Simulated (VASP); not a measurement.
Runs of VASP 6.6.1 on PbS. The structure is that of space group C2/m (No. 12), or close to it. The cells are those of the table. 

| cell | gap on the mesh (eV) | largest force (eV/Å) |
| --- | --- | --- |
| a = 4.219, b = 4.219, c = 11.222 Å, angles 94.0, 94.0, 90.0°, 4 atoms | (a) | 0.19 |
| a = 4.247, b = 4.247, c = 11.296 Å, angles 94.0, 94.0, 90.0°, 4 atoms | 2.05 | 0.10 |
| a = 4.162, b = 4.162, c = 11.070 Å, angles 94.0, 94.0, 90.0°, 4 atoms | 1.95 | 0.45 |
| a = 4.133, b = 4.133, c = 10.993 Å, angles 94.0, 94.0, 90.0°, 4 atoms | (b) | 0.63 |
| a = 4.191, b = 4.191, c = 11.146 Å, angles 94.0, 94.0, 90.0°, 4 atoms | 1.99 | 0.28 |

Alike in all rows: task single point; level PBE; potentials or basis VASP PAW PBE potentials, release 64 (Pb_d, S); no spin polarisation; k mesh 6 × 6 × 3; cutoff (eV) 520; smearing fermi-dirac 0.05 eV.

Task: Fill in the values left out.

Result: (a) 2.02; (b) 1.91.

Caveats: spin-orbit coupling is left out, which moves the levels of the heavy elements.

A k mesh can miss the band edges, and the runs leave out spin-orbit coupling on Pb.
